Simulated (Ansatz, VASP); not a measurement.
One calculation of SnO2, two programs

INCAR

```
ALGO = Normal
EDIFF = 1E-6
ENCUT = 520
ISIF = 2
ISMEAR = 0
LASPH = True
LCHARG = False
LREAL = False
LWAVE = False
NBANDS = 20
NELM = 100
PREC = Accurate
SIGMA = 0.05
```

Contents of KPOINTS:

```
k-points
0
Gamma
  12 12 12
```

File POSCAR:

```
SnO2
1.0
    1.7419607091      1.0057214843      4.1370252783
   -1.7419607091      1.0057214843      4.1370252783
    0.0000000000     -2.0114429687      4.1370252783
Sn O
1 2
Direct
    0.5000000000      0.5000000000      0.5000000000
    0.2371700000      0.2371700000      0.2371700000
    0.7628300000      0.7628300000      0.7628300000
```

Input for Ansatz:

```yaml
crystal:
  lattice:
    - [1.7419607091, 1.0057214843, 4.1370252783]
    - [-1.7419607091, 1.0057214843, 4.1370252783]
    - [0.0, -2.0114429687, 4.1370252783]
  atoms:
    - { symbol: Sn, position: [0.5, 0.5, 0.5] }
    - { symbol: O, position: [0.23717, 0.23717, 0.23717] }
    - { symbol: O, position: [0.76283, 0.76283, 0.76283] }
basis:
  ecutwfc: 420
kpoints:
  mp_grid: { grid: [12, 12, 12] }
hamiltonian:
  xc: lda
scf:
  occupations: { method: gaussian, width: 0.05 }
output:
  forces: true
  stress: true
  eigenvalues: true
```

Alike in both runs: task single point; functional LDA; k mesh 12 × 12 × 12; occupations gaussian, width 0.05 eV; no spin polarisation.

```csv
,VASP,Ansatz
version,VASP 6.6.1,Ansatz 0.2.0
potentials or method,"VASP PAW LDA potentials, release 64 (Sn_d, O), cutoff 520 eV","scalar-relativistic, plane waves, PAW"
valence electrons in the cell,26,26
```

|  | VASP | Ansatz | Ansatz less VASP |
| --- | --- | --- | --- |
| gap on the k mesh at the Fermi level (eV) | 0.18 | 0.17 | -0.008 |
| least direct gap on the mesh (eV) | 0.20 | 0.19 | -0.010 |
| pressure (GPa) | -19.9 | -20.3 | -0.45 |
| traceless stress, the component that is largest in VASP (GPa) | 12.53 | 12.99 | +0.452 |
| rms of the force components (eV/Å) | 0.073 | 0.088 | +0.0155 |

LDA's correlation is that of Perdew and Zunger in VASP and of Perdew and Wang (1992) in Ansatz. Atom by atom the forces differ by 0.015 eV/Å (rms over components).
